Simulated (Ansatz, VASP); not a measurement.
**One calculation of NiO2, two programs**

INCAR

```
PREC = Accurate
ENCUT = 520
EDIFF = 1E-6
ISMEAR = 0
SIGMA = 0.05
LREAL = F
LASPH = T
NELM = 80
ALGO = Normal
ISIF = 2
LWAVE = F
LCHARG = F
GGA = PS
NBANDS = 18
```

KPOINTS

```
Automatic mesh
0
Gamma
  12 12 6
```

Contents of POSCAR:

```
NiO2
1.0
    2.7839850047      0.0000000000      0.0000000000
   -1.3919925024      2.4110017378      0.0000000000
    0.0000000000      0.0000000000      4.9726140668
Ni O
1 2
Direct
    0.0000000000      0.0000000000      0.5000000000
    0.6666666667      0.3333333333      0.6750910825
    0.3333333333      0.6666666667      0.3249089175
```

Input for Ansatz:

```yaml
crystal:
  lattice:
    - [2.7839850047, 0.0, 0.0]
    - [-1.3919925024, 2.4110017378, 0.0]
    - [0.0, 0.0, 4.9726140668]
  atoms:
    - { symbol: Ni, position: [0.0, 0.0, 0.5] }
    - { symbol: O, position: [0.6666666667, 0.3333333333, 0.6750910825] }
    - { symbol: O, position: [0.3333333333, 0.6666666667, 0.3249089175] }
basis:
  ecutwfc: 520.0
kpoints:
  mp_grid: { grid: [12, 12, 6] }
hamiltonian:
  xc: pbesol
scf:
  occupations: { method: gaussian, width: 0.05 }
output:
  forces: true
  stress: true
  eigenvalues: true
```

Alike in both runs: task single point; functional PBEsol; k mesh 12 × 12 × 6; occupations gaussian, width 0.05 eV; no spin polarisation.

|  | VASP | Ansatz |
| --- | --- | --- |
| version | VASP 6.6.1 | Ansatz 0.2.0 |
| potentials or method | VASP PAW PBE potentials, release 64 (Ni, O), cutoff 520 eV | scalar-relativistic, plane waves, PAW |
| valence electrons in the cell | 22 | 30 |

|  | VASP | Ansatz | Ansatz less VASP |
| --- | --- | --- | --- |
| gap on the k mesh at the Fermi level (eV) | 1.06 | 1.09 | +0.023 |
| least direct gap on the mesh (eV) | 1.42 | 1.44 | +0.023 |
| pressure (GPa) | 9.8 | 9.1 | -0.67 |
| traceless stress, the component that is largest in VASP (GPa) | 0.97 | 1.48 | +0.511 |
| rms of the force components (eV/Å) | 0.629 | 0.600 | -0.0289 |

VASP's potentials were made for PBE, not for PBEsol. Atom by atom the forces differ by 0.029 eV/Å (rms over components). VASP's potentials hold 22 valence electrons a cell and Ansatz's 30, so a difference there can come from the potentials and not from the codes.
